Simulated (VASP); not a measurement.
# Sb2Mo (Pn-3m) in VASP: further runs

Runs on Sb2Mo. Level: PBE. Tasks: single point, relaxation of cell and atoms.

Program: VASP 6.6.1. These are calculated values, not measurements. Logs are shortened: lines on timing, memory, paths and dates and some standing lists are left out, and cuts for length are marked.

## 1. The cell of the first run

It takes space group Pn-3m (No. 224, cubic). Conventional cell: a = 5.420 Å, b = 5.420 Å, c = 5.420 Å, α = 90.00°, β = 90.00°, γ = 90.00°. Sb (site symmetry -3m) has 2 Mo at 2.35 Å within 3.1 Å. Mo (site symmetry -43m) has 4 Sb at 2.35 Å within 3.1 Å.

## 2. Single point, PBE

INCAR reads:

```
SYSTEM = Sb2Mo
  PREC = Accurate
  ENCUT = 520
  EDIFF = 1E-6
  ISMEAR = 0
  SIGMA = 0.1
  LREAL = .False.
  LASPH = .True.
  NELM = 60
  ALGO = Normal
  ISIF = 2
  LWAVE = .False.
  LCHARG = .False.
  GGA = PE
  NBANDS = 33
```

KPOINTS reads:

```
regular mesh
0
Gamma
  4 4 4
  0 0 0
```

POSCAR reads:

```
Sb2Mo
1.0
    5.4195962829      0.0000000000      0.0000000000
    0.0000000000      5.4195962829      0.0000000000
    0.0000000000      0.0000000000      5.4195962829
Sb Mo
4 2
Direct
    0.2500000000      0.2500000000      0.2500000000
    0.2500000000      0.7500000000      0.7500000000
    0.7500000000      0.7500000000      0.2500000000
    0.7500000000      0.2500000000      0.7500000000
    0.0000000000      0.0000000000      0.0000000000
    0.5000000000      0.5000000000      0.5000000000
```

Potentials or basis: VASP PAW PBE potentials, release 64 (Sb, Mo_sv).

The run is started by

```
$ cat potpaw_PBE.64/Sb/POTCAR potpaw_PBE.64/Mo_sv/POTCAR > POTCAR
$ mpirun -np 1 vasp_std > vasp.out
```

OUTCAR:

```text
SYSTEM = Sb2Mo
   PREC = Accurate
   ENCUT = 520
   EDIFF = 1E-6
   ISMEAR = 0
   LREAL = .False.
   LASPH = .True.
   NELM = 60
   ISIF = 2
   GGA = PE

 ion  position               nearest neighbor table
   1  0.250  0.250  0.250-   5 2.35   6 2.35
   2  0.250  0.750  0.750-   5 2.35   6 2.35
   3  0.750  0.750  0.250-   5 2.35   6 2.35
   4  0.750  0.250  0.750-   5 2.35   6 2.35
   5  0.000  0.000  0.000-   1 2.35   2 2.35   3 2.35   4 2.35
   6  0.500  0.500  0.500-   1 2.35   2 2.35   3 2.35   4 2.35

  LATTYP: Found a simple cubic cell.
 ALAT       =     5.4195962829

  Lattice vectors:

 A1 = (   5.4195962829,   0.0000000000,   0.0000000000)
 A2 = (   0.0000000000,   5.4195962829,   0.0000000000)
 A3 = (   0.0000000000,   0.0000000000,   5.4195962829)

Analysis of symmetry for initial positions (statically):
=====================================================================
 Subroutine PRICEL returns:
 Original cell was already a primitive cell.

 Routine SETGRP: Setting up the symmetry group for a
 simple cubic supercell.

 Subroutine GETGRP returns: Found 48 space group operations
 (whereof 24 operations were pure point group operations)
 out of a pool of 48 trial point group operations.

The static configuration has the point symmetry T_d .
 The point group associated with its full space group is O_h .

Analysis of symmetry for dynamics (positions and initial velocities):
=====================================================================
 Subroutine PRICEL returns:
 Original cell was already a primitive cell.

 Routine SETGRP: Setting up the symmetry group for a
 simple cubic supercell.

 Subroutine GETGRP returns: Found 48 space group operations
 (whereof 24 operations were pure point group operations)
 out of a pool of 48 trial point group operations.

The dynamic configuration has the point symmetry T_d .
 The point group associated with its full space group is O_h .

 Subroutine INISYM returns: Found 48 space group operations
 (whereof 24 operations are pure point group operations),
 and found     1 'primitive' translations

----------------------------------------------------------------------------------------

                                     Primitive cell

  volume of cell :     159.1845

  direct lattice vectors                    reciprocal lattice vectors
     5.419596283  0.000000000  0.000000000     0.184515589  0.000000000  0.000000000
     0.000000000  5.419596283  0.000000000     0.000000000  0.184515589  0.000000000
[... 81 lines left out ...]
   NSW    =      0    number of steps for IOM
   IBRION =     -1    ionic relax: 0-MD 1-quasi-New 2-CG
   NFREE  =      0    steps in history (QN), initial steepest desc. (CG)
   ISIF   =      2    stress and relaxation
   ISYM   =      2    0-nonsym 1-usesym 2-fastsym
   POTIM  = 0.5000    time-step for ionic-motion
   TEBEG  =    0.0;   TEEND  =   0.0 temperature during run
   PSTRESS=    0.0 pullay stress
   NELECT =      48.0000    total number of electrons
   NUPDOWN=      -1.0000    fix difference up-down
   EMIN   =  10.00;   EMAX   =-10.00  energy-range for DOS
   EFERMI =   0.00;   METHOD = LEGACY
   ISMEAR =     0;   SIGMA  =   0.10  broadening in eV -4-tet -1-fermi 0-gaus
   EFERMI_NEDOS =   21; number of points for ismear=-14 and -15
   IALGO  =     38    algorithm
   IMIX   =      4    mixing-type and parameters
     AMIX     =   0.40;   BMIX     =  1.00
     AMIX_MAG =   1.60;   BMIX_MAG =  1.00
  volume/ion in A,a.u.               =      26.53       179.04
  Fermi-wavevector in a.u.,A,eV,Ry     =   1.097796  2.074534 16.397143  1.205156
  Thomas-Fermi vector in A             =   2.234162
   LORBIT       =      0    0 simple, 1 ext, 2 COOP (PROOUT), +10 PAW based schemes
   GGA     = PE    functional components
   LHFCALC =     F    Hartree Fock is set to
   AEXX    =    0.0000 exact exchange contribution
   IVDW    =     0    specifies the selected vdW correction
   LEPSILON=     F    determine dielectric tensor
   LRPA    =     F    only Hartree local field effects (RPA)
 non-spin polarized calculation
 Gauss-broadening in eV      SIGMA  =   0.10
  energy-cutoff  :      520.00
  volume of cell :      159.18
 maximum number of plane-waves:      4337
   NGX = 21   NGY = 21   NGZ = 21

 number of electron      47.9999989 magnetization

 Free energy of the ion-electron system (eV)
  ---------------------------------------------------
  ext. energy  EPLUGINS =         0.00000000
  ---------------------------------------------------
  free energy    TOTEN  =       -30.13518214 eV

  energy without entropy =      -30.10347182  energy(sigma->0) =      -30.11932698

 E-fermi :   7.0326     XC(G=0):  -9.9862

 val. band max:        7.0307366282   @ k =   0.5000   0.5000   0.2500
 cond. band min:       7.1063965253   @ k =   0.5000   0.0000   0.0000
 fundamental gap:      0.0756598971
 Fermi energy:         7.0325978092

 k-point     1 :       0.0000    0.0000    0.0000
  band No.  band energies     occupation
      1     -53.0638      2.00000
      2     -53.0522      2.00000
      3     -27.3948      2.00000
      4     -27.3948      2.00000
      5     -27.3948      2.00000
      6     -27.3564      2.00000
[... 349 lines left out ...]
     32      12.4793      0.00000
     33      12.5322      0.00000

------------------------ aborting loop because EDIFF is reached ----------------------------------------

  FORCE on cell =-STRESS in cart. coord.  units (eV):
  Direction    XX          YY          ZZ          XY          YZ          ZX
  --------------------------------------------------------------------------------------
  -------------------------------------------------------------------------------------
  Total       26.0825201     26.0825201     26.0825201     -0.0000000     -0.0000000      0.0000000
  in kB      262.5181435    262.5181435    262.5181435     -0.0000000     -0.0000000      0.0000000
  external PRESSURE =     262.5181435 kB  Pullay stress =       0.0000000 kB

 VOLUME and BASIS-vectors are now :
 -----------------------------------------------------------------------------
  energy-cutoff  :      520.00
  volume of cell :      159.18
      direct lattice vectors                 reciprocal lattice vectors
     5.419596283  0.000000000  0.000000000     0.184515589  0.000000000  0.000000000
     0.000000000  5.419596283  0.000000000     0.000000000  0.184515589  0.000000000
     0.000000000  0.000000000  5.419596283     0.000000000  0.000000000  0.184515589

 POSITION                                       TOTAL-FORCE (eV/Angst)
 -----------------------------------------------------------------------------------
      1.35490      1.35490      1.35490         0.000000     -0.000000     -0.000000
      1.35490      4.06470      4.06470        -0.000000      0.000000     -0.000000
      4.06470      4.06470      1.35490         0.000000      0.000000      0.000000
      4.06470      1.35490      4.06470         0.000000     -0.000000      0.000000
      0.00000      0.00000      0.00000        -0.000000      0.000000      0.000000
      2.70980      2.70980      2.70980        -0.000000     -0.000000     -0.000000
 -----------------------------------------------------------------------------------
    total drift:                                0.000000      0.000000     -0.000000

  FREE ENERGIE OF THE ION-ELECTRON SYSTEM (eV)
  ---------------------------------------------------
  free  energy   TOTEN  =       -30.1351821422 eV

  energy  without entropy=      -30.1034718173  energy(sigma->0) =      -30.11932698
```

OSZICAR:

```text
N       E                     dE             d eps       ncg     rms          rms(c)
DAV:   1     0.396232225767E+03    0.39623E+03   -0.22421E+04   764   0.128E+03
DAV:   2    -0.100896284290E+02   -0.40632E+03   -0.38896E+03   835   0.319E+02
DAV:   3    -0.309787792785E+02   -0.20889E+02   -0.19996E+02   805   0.676E+01
DAV:   4    -0.313816867354E+02   -0.40291E+00   -0.39939E+00   812   0.106E+01
DAV:   5    -0.313891485952E+02   -0.74619E-02   -0.74557E-02   853   0.126E+00    0.203E+01
DAV:   6    -0.305629690460E+02    0.82618E+00   -0.14941E+00   741   0.492E+00    0.139E+01
DAV:   7    -0.304378666769E+02    0.12510E+00   -0.22369E+00   690   0.921E+00    0.355E+00
DAV:   8    -0.301311280647E+02    0.30674E+00   -0.57179E-01   723   0.378E+00    0.122E+00
DAV:   9    -0.301352587602E+02   -0.41307E-02   -0.49216E-02   833   0.871E-01    0.367E-01
DAV:  10    -0.301351637296E+02    0.95031E-04   -0.17205E-03   782   0.237E-01    0.125E-01
DAV:  11    -0.301351950691E+02   -0.31340E-04   -0.18457E-04   833   0.828E-02    0.756E-02
DAV:  12    -0.301351843390E+02    0.10730E-04   -0.29154E-05   767   0.370E-02    0.233E-02
DAV:  13    -0.301351826384E+02    0.17006E-05   -0.48732E-06   736   0.110E-02    0.601E-03
DAV:  14    -0.301351821422E+02    0.49626E-06   -0.18846E-07   413   0.262E-03
   1 F= -.30135182E+02 E0= -.30119327E+02  d E =-.317103E-01
```

Run time: 36 s. Hardware: 1 thread of Intel Xeon Platinum 8488C (Sapphire Rapids), shared host; peak memory 0.25 GiB.

Results:

```yaml
Free_energy: -30.1352 eV
Pressure: 26.3 GPa
Band_gap_on_the_k_mesh: zero (band 24 reaches 7.59 eV, above the bottom of band 25 at 6.92 eV)
```

Levels at points of the mesh, in eV from the Fermi level:
| k point | band 20 | band 21 | band 22 | band 23 | band 24 | band 25 | band 26 | band 27 | band 28 | band 29 |
| --- | --- | --- | --- | --- | --- | --- | --- | --- | --- | --- |
| (0.00, 0.00, 0.00) | -0.71 | -0.48 | -0.48 | -0.48 | 0.10 | 0.10 | 0.10 | 0.54 | 0.54 | 0.54 |
| (0.50, 0.00, 0.00) | -2.63 | -0.81 | -0.81 | -0.28 | -0.28 | 0.07 | 0.07 | 1.84 | 1.84 | 2.82 |
| (0.50, 0.50, 0.00) | -2.46 | -1.52 | -1.52 | -0.66 | -0.66 | 0.16 | 0.16 | 2.66 | 2.66 | 3.05 |
| (0.50, 0.50, 0.50) | -2.02 | -2.02 | -0.57 | -0.57 | 0.56 | 0.56 | 0.56 | 1.91 | 1.91 | 1.91 |

Caveat: spin-orbit coupling is left out, which moves the levels of the heavy elements.

## 3. Single point, PBE

This run uses another cell than the first one, of 34.17 Å³/atom, 1.288 times its volume.

INCAR reads:

```
SYSTEM = Sb2Mo
PREC = Accurate
ENCUT = 520
EDIFF = 1E-7
ISMEAR = 0
SIGMA = 0.1
LREAL = .False.
LASPH = .True.
NELM = 80
ALGO = Normal
ISIF = 2
LWAVE = .False.
LCHARG = .False.
GGA = PE
NBANDS = 33
```

KPOINTS reads:

```
Automatic mesh
0
Gamma
  4 4 4
  0 0 0
```

POSCAR, as its differences from that of step 2:

```diff
@@ -2,5 +2,5 @@
 1.0
-    5.4195962829      0.0000000000      0.0000000000
-    0.0000000000      5.4195962829      0.0000000000
-    0.0000000000      0.0000000000      5.4195962829
+    5.8968437204      0.0000000000      0.0000000000
+    0.0000000000      5.8968437204      0.0000000000
+    0.0000000000      0.0000000000      5.8968437204
 Sb Mo
```

Potentials or basis: VASP PAW PBE potentials, release 64 (Sb, Mo_sv).

The run is started by

```
$ cat potpaw_PBE.64/Sb/POTCAR potpaw_PBE.64/Mo_sv/POTCAR > POTCAR
$ mpirun -np 1 vasp_std > vasp.out
```

Wall time 54 s (1 thread of Intel Xeon Platinum 8488C (Sapphire Rapids), shared host); peak memory 0.33 GiB.

It converged, with:

```yaml
Free_energy: -33.0915 eV
Pressure: -0.3 GPa
Band_gap_on_the_k_mesh: zero (band 24 reaches 4.84 eV, above the bottom of band 25 at 4.40 eV)
```

Levels at points of the mesh, in eV from the Fermi level:
| k point | band 21 | band 22 | band 23 | band 24 | band 25 | band 26 | band 27 | band 28 |
| --- | --- | --- | --- | --- | --- | --- | --- | --- |
| (0.00, 0.00, 0.00) | -0.19 | -0.19 | -0.19 | 0.18 | 0.18 | 0.18 | 0.19 | 0.19 |
| (0.50, 0.00, 0.00) | -0.59 | -0.59 | -0.35 | -0.35 | 0.11 | 0.11 | 1.44 | 1.44 |
| (0.50, 0.50, 0.00) | -1.13 | -1.13 | -0.37 | -0.37 | 0.16 | 0.16 | 1.80 | 1.80 |
| (0.50, 0.50, 0.50) | -1.52 | -0.40 | -0.40 | 0.39 | 0.39 | 0.39 | 1.39 | 1.39 |

Caveat: spin-orbit coupling is left out, which moves the levels of the heavy elements.

(Part 1 of 3 ends here.)
